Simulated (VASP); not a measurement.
# Sb (C2/m) in VASP: single point with PBEsol-based screened hybrid with 25 % exact exchange

Aim: the single point of Sb with PBEsol-based screened hybrid with 25 % exact exchange.

All numbers are computed with VASP 6.6.1; they aren't measurements. Logs are shortened: lines on timing, memory, paths and dates and some standing lists are left out, and cuts for length are marked.

**1. The cell of the first run**

The typed cell holds 1 atom: a = 3.353 Å, b = 3.590 Å, c = 3.351 Å, α = 57.64°, β = 53.51°, γ = 57.60°.

**2. Single point, PBEsol-based screened hybrid with 25 % exact exchange**

POSCAR

```
Sb
1.0
    0.2107461953      2.3938861736      2.3381094735
    2.5463527021     -0.0020129584      2.5311292980
    2.3366334303      2.3946055029      0.1956127065
Sb
1
Direct
    0.0000000000      0.0000000000      0.0000000000
```

INCAR.step1

```
SYSTEM = Sb
  PREC = Accurate
  ENCUT = 400
  EDIFF = 1E-5
  ISMEAR = -1
  SIGMA = 0.05
  LREAL = .FALSE.
  LASPH = .TRUE.
  NELM = 120
  ALGO = Normal
  ISIF = 2
  LWAVE = .TRUE.
  LCHARG = .FALSE.
  NBANDS = 14
  GGA = PE
  GGA_COMPAT = .FALSE.
```

INCAR.step2

```
SYSTEM = Sb
  PREC = Accurate
  ENCUT = 400
  EDIFF = 1E-6
  ISMEAR = -1
  SIGMA = 0.05
  LREAL = .FALSE.
  LASPH = .TRUE.
  NELM = 120
  ALGO = Normal
  ISIF = 2
  LWAVE = .FALSE.
  LCHARG = .FALSE.
  GGA = PS
  LHFCALC = .TRUE.
  AEXX = 0.25
  HFSCREEN = 0.207
  PRECFOCK = Normal
  NBANDS = 14
  ISTART = 1
  GGA_COMPAT = .FALSE.
```

KPOINTS

```
Automatic mesh
0
G
  5 5 5
  0 0 0
```

Potentials or basis: VASP PAW PBE potentials, release 64 (Sb_d_GW).

Launch:

```sh
$ cat potpaw_PBE.64/Sb_d_GW/POTCAR > POTCAR
$ cp INCAR.step1 INCAR
$ mpirun -np 1 vasp_std > vasp.out
$ cp INCAR.step2 INCAR
$ mpirun -np 1 vasp_std > vasp.out
```

OUTCAR:

```text
SYSTEM = Sb
   PREC = Accurate
   ENCUT = 400
   EDIFF = 1E-6
   ISMEAR = -1
   LREAL = .FALSE.
   LASPH = .TRUE.
   NELM = 120
   ISIF = 2
   GGA = PS
   LHFCALC = .TRUE.
   AEXX = 0.25
   HFSCREEN = 0.207
   PRECFOCK = Normal
   ISTART = 1

 ion  position               nearest neighbor table
   1  0.000  0.000  0.000-

  LATTYP: Found a base centered monoclinic cell.
 ALAT       =     9.7375388176
 B/A-ratio  =     0.4919626547
 C/A-ratio  =     0.3099578103
 COS(beta)  =    -0.9295440994

  Lattice vectors:

 A1 = (   4.4614937418,  -2.3951798027,  -1.9494769425)
 A2 = (   4.4625206653,   2.3953248322,  -1.9468840605)
 A3 = (  -2.1258872350,  -0.0007193293,   2.1424967670)

Analysis of symmetry for initial positions (statically):
=====================================================================
 Subroutine PRICEL returns:
 Original cell was already a primitive cell.

 Routine SETGRP: Setting up the symmetry group for a
 base centered monoclinic supercell.

 Subroutine GETGRP returns: Found  4 space group operations
 (whereof  4 operations were pure point group operations)
 out of a pool of  4 trial point group operations.

The static configuration has the point symmetry C_2h.

Analysis of symmetry for dynamics (positions and initial velocities):
=====================================================================
 Subroutine PRICEL returns:
 Original cell was already a primitive cell.

 Routine SETGRP: Setting up the symmetry group for a
 base centered monoclinic supercell.

 Subroutine GETGRP returns: Found  4 space group operations
 (whereof  4 operations were pure point group operations)
 out of a pool of  4 trial point group operations.

The dynamic configuration has the point symmetry C_2h.

 Subroutine INISYM returns: Found  4 space group operations
 (whereof  4 operations are pure point group operations),
 and found     1 'primitive' translations

----------------------------------------------------------------------------------------

                                     Primitive cell

  volume of cell :      25.9560

  direct lattice vectors                    reciprocal lattice vectors
     0.210746195  2.393886174  2.338109473    -0.233527565  0.208669088  0.235098060
     2.546352702 -0.002012958  2.531129298     0.197664051 -0.208894767  0.196061542
     2.336633430  2.394605503  0.195612707     0.233623575  0.208823315 -0.234862624

  length of vectors
     3.352888439  3.590338655  3.351455748     0.391598020  0.348063542  0.391596225

  position of ions in fractional coordinates (direct lattice)
     0.000000000  0.000000000  0.000000000

  ion indices of the primitive-cell ions
   primitive index   ion index
                 1           1

----------------------------------------------------------------------------------------

 KPOINTS: Automatic mesh

Automatic generation of k-mesh.
 Grid dimensions read from file:
 generate k-points for:    5    5    5

 Generating k-lattice:

  Cartesian coordinates                     Fractional coordinates (reciprocal lattice)
    -0.046705513  0.041733818  0.047019612     0.200000000  0.000000000  0.000000000
     0.039532810 -0.041778953  0.039212308    -0.000000000  0.200000000  0.000000000
     0.046724715  0.041764663 -0.046972525     0.000000000  0.000000000  0.200000000

  Length of vectors
     0.078319604  0.069612708  0.078319245

  Shift w.r.t. Gamma in fractional coordinates (k-lattice)
     0.000000000  0.000000000  0.000000000

 Subroutine IBZKPT returns following result:
 ===========================================

 Found     39 irreducible k-points:

 Following reciprocal coordinates:
            Coordinates               Weight
  0.000000  0.000000  0.000000      1.000000
  0.200000  0.000000  0.000000      4.000000
  0.400000  0.000000  0.000000      4.000000
 -0.000000  0.200000 -0.000000      4.000000
  0.200000  0.200000 -0.000000      2.000000
  0.400000  0.200000 -0.000000      4.000000
[... 16 lines left out ...]
  0.200000  0.400000  0.200000      2.000000
 -0.400000  0.400000  0.200000      4.000000
 [... further k-points ...]
   k-points           NKPTS =     39   k-points in BZ     NKDIM =    125   number of bands    NBANDS=     14
   number of dos      NEDOS =    301   number of ions     NIONS =      1
   total plane-waves  NPLWV =  13824
   dimension x,y,z NGX =    24 NGY =   24 NGZ =   24
   dimension x,y,z NGXF=    48 NGYF=   48 NGZF=   48
   ions per type =               1
   NGX,Y,Z   is equivalent  to a cutoff of  11.90, 11.11, 11.90 a.u.
   NGXF,Y,Z  is equivalent  to a cutoff of  23.80, 22.23, 23.81 a.u.
 SYSTEM =  Sb
   PREC   = accura    normal or accurate (medium, high low for compatibility)
   ISTART =      1    job   : 0-new  1-cont  2-samecut
   ICHARG =      0    charge: 1-file 2-atom 10-const
   ISPIN  =      1    spin polarized calculation?
   LNONCOLLINEAR =      F non collinear calculations
   LSORBIT =      F    spin-orbit coupling
   LASPH  =      T    aspherical Exc in radial PAW
   ENCUT  =  400.0 eV  29.40 Ry    5.42 a.u.   5.47  5.85  5.47*2*pi/ulx,y,z
   NELM   =    120;   NELMIN=  2; NELMDL=  0     # of ELM steps
   EDIFF  = 0.1E-05   stopping-criterion for ELM
   LREAL  =      F    real-space projection
   EDIFFG = 0.1E-04   stopping-criterion for IOM
   NSW    =      0    number of steps for IOM
   IBRION =     -1    ionic relax: 0-MD 1-quasi-New 2-CG
   NFREE  =      0    steps in history (QN), initial steepest desc. (CG)
   ISIF   =      2    stress and relaxation
   ISYM   =      3    0-nonsym 1-usesym 2-fastsym
   POTIM  = 0.5000    time-step for ionic-motion
   TEBEG  =    0.0;   TEEND  =   0.0 temperature during run
   PSTRESS=    0.0 pullay stress
   NELECT =      15.0000    total number of electrons
   NUPDOWN=      -1.0000    fix difference up-down
   EMIN   =  10.00;   EMAX   =-10.00  energy-range for DOS
   EFERMI =   0.00;   METHOD = LEGACY
   ISMEAR =    -1;   SIGMA  =   0.05  broadening in eV -4-tet -1-fermi 0-gaus
   EFERMI_NEDOS =   21; number of points for ismear=-14 and -15
   IALGO  =     38    algorithm
   IMIX   =      1    mixing-type and parameters
     AMIX     =   0.40;   BMIX     =  1.00
     AMIX_MAG =   1.60;   BMIX_MAG =  1.00
  volume/ion in A,a.u.               =      25.96       175.16
  Fermi-wavevector in a.u.,A,eV,Ry     =   1.363617  2.576863 25.299377  1.859452
  Thomas-Fermi vector in A             =   2.490004
   LORBIT       =      0    0 simple, 1 ext, 2 COOP (PROOUT), +10 PAW based schemes
   GGA     = PS    functional components
   LHFCALC =     T    Hartree Fock is set to
   PRECFOCK=normal    Normal, Fast or Accurate (Low or Medium for compatibility)
   ENCUT4O =  -1.0   cutoff for four orbital integrals eV
   NKREDX  =     1    reduce k-point grid by
   NKREDY  =     1    reduce k-point grid by
   NKREDZ  =     1    reduce k-point grid by
   AEXX    =    0.2500 exact exchange contribution
   HFSCREEN=    0.2070 screening length (either q_TF or 0.3 A-1)
   HFSCREENC=   0.2070 screening length for correlation (either q_TF or 0.3 A-1)
   ENCUTFOCK=  -1.0 apply spherical cutoff to Coloumb kernel
   IVDW    =     0    specifies the selected vdW correction
   LEPSILON=     F    determine dielectric tensor
   LRPA    =     F    only Hartree local field effects (RPA)
 non-spin polarized calculation
  energy-cutoff  :      400.00
  volume of cell :       25.96
 maximum number of plane-waves:       481
 NGX is ok and might be reduce to    24
  NGX = 18; NGY = 18; NGZ = 18

 number of electron      15.0000014 magnetization

 Free energy of the ion-electron system (eV)
  ---------------------------------------------------
  ext. energy  EPLUGINS =         0.00000000
  ---------------------------------------------------
  free energy    TOTEN  =        -4.84992543 eV

  energy without entropy =       -4.84537390  energy(sigma->0) =       -4.84764967

 E-fermi :   6.8031     XC(G=0):  -9.0074

 val. band max:        6.3068254263   @ k =  -0.4000   0.2000   0.4000
 cond. band min:       6.8127608796   @ k =  -0.4000   0.4000   0.2000
 fundamental gap:      0.5059354533
 Fermi energy:         6.8030669108

 k-point     1 :       0.0000    0.0000    0.0000
  band No.  band energies     occupation
      1     -25.3817      2.00000
      2     -25.2991      2.00000
      3     -25.2669      2.00000
      4     -25.2247      2.00000
      5     -25.2229      2.00000
      6      -8.3009      2.00000
      7      10.8623      0.00000
      8      11.8586      0.00000
      9      15.0797      0.00000
     10      15.8711      0.00000
     11      16.3029      0.00000
     12      18.7470      0.00000
     13      20.7902      0.00000
     14      21.7713      0.00000

 k-point     2 :       0.2000    0.0000    0.0000
  band No.  band energies     occupation
      1     -25.3145      2.00000
      2     -25.2817      2.00000
      3     -25.2760      2.00000
      4     -25.2367      2.00000
      5     -25.2294      2.00000
      6      -7.2528      2.00000
      7       8.9419      0.00000
      8      10.2801      0.00000
      9      11.1942      0.00000
     10      15.8384      0.00000
     11      17.6659      0.00000
     12      18.3874      0.00000
     13      19.3740      0.00000
     14      19.6412      0.00000

 k-point     3 :       0.4000    0.0000    0.0000
  band No.  band energies     occupation
      1     -25.3119      2.00000
      2     -25.2998      2.00000
      3     -25.2401      2.00000
      4     -25.2096      2.00000
      5     -25.1851      2.00000
      6      -4.1672      2.00000
      7       1.8686      2.00000
      8       9.9055      0.00000
      9      10.0607      0.00000
     10      14.8031      0.00000
     11      15.7655      0.00000
     12      17.0268      0.00000
     13      17.4430      0.00000
     14      22.9041      0.00000
[... 324 lines left out ...]
 k-point    23 :       0.2000    0.4000    0.2000
  band No.  band energies     occupation
      1     -25.3861      2.00000
      2     -25.2684      2.00000
      3     -25.2411      2.00000
      4     -25.2208      2.00000
      5     -25.2157      2.00000
      6      -6.3676      2.00000
      7       4.7803      2.00000
      8       5.5754      2.00000
      9      13.7244      0.00000
     10      17.6875      0.00000
     11      20.3662      0.00000
     12      21.5786      0.00000
     13      22.1455      0.00000
     14      22.5138      0.00000

 k-point    24 :      -0.4000    0.4000    0.2000
  band No.  band energies     occupation
      1     -25.3064      2.00000
      2     -25.2892      2.00000
      3     -25.2407      2.00000
      4     -25.2150      2.00000
      5     -25.1782      2.00000
      6      -2.5427      2.00000
      7       2.8839      2.00000
      8       3.9796      2.00000
      9       6.8128      0.90336
     10      15.5360      0.00000
     11      16.8424      0.00000
     12      18.5588      0.00000
     13      23.1388      0.00000
     14      24.2895      0.00000

 [... further k-points ...]

------------------------ aborting loop because EDIFF is reached ----------------------------------------

  FORCE on cell =-STRESS in cart. coord.  units (eV):
  Direction    XX          YY          ZZ          XY          YZ          ZX
  --------------------------------------------------------------------------------------
  -------------------------------------------------------------------------------------
  Total       -0.0804043     -0.0875211     -0.0846398      0.0000022      0.0000014     -0.0043252
  in kB       -4.9630850     -5.4023807     -5.2245253      0.0001339      0.0000836     -0.2669801
  external PRESSURE =      -5.1966637 kB  Pullay stress =       0.0000000 kB

 VOLUME and BASIS-vectors are now :
 -----------------------------------------------------------------------------
  energy-cutoff  :      400.00
  volume of cell :       25.96
      direct lattice vectors                 reciprocal lattice vectors
     0.210746195  2.393886174  2.338109473    -0.233527565  0.208669088  0.235098060
     2.546352702 -0.002012958  2.531129298     0.197664051 -0.208894767  0.196061542
     2.336633430  2.394605503  0.195612707     0.233623575  0.208823315 -0.234862624

 POSITION                                       TOTAL-FORCE (eV/Angst)
 -----------------------------------------------------------------------------------
      0.00000      0.00000      0.00000         0.000000      0.000000     -0.000000
 -----------------------------------------------------------------------------------
    total drift:                               -0.000000      0.000000      0.000001

  FREE ENERGIE OF THE ION-ELECTRON SYSTEM (eV)
  ---------------------------------------------------
  free  energy   TOTEN  =        -4.8499254336 eV

  energy  without entropy=       -4.8453738976  energy(sigma->0) =       -4.84764967
```

Run time: 13 min. Hardware: 1 thread of AMD EPYC 9R45 (Zen 5), shared host; peak memory 0.23 GiB.

Results:

* Free energy: -4.8499 eV
* Pressure: -0.5 GPa
* Band gap on the k mesh: zero (an odd number of electrons rules out a gap without spin polarisation)

Levels at points of the mesh, in eV from the Fermi level:
```tsv
k point	band 4	band 5	band 6	band 7	band 8	band 9	band 10	band 11
(0.00, 0.00, 0.00)	-32.03	-32.03	-15.10	4.06	5.06	8.28	9.07	9.50
```

Caveat: the k points lie up to 0.49 Å⁻¹ apart, too coarse for converged energies and pressures of a metal; the PAW data sets were made with another functional, which shifts forces and pressure a little; spin-orbit coupling is left out, which moves the levels of the heavy elements; an odd number of electrons without spin polarisation forces a metal; a magnetic or distorted state may lie lower.

The gap in the log of VASP goes by the Fermi energy; the results here count the filled bands.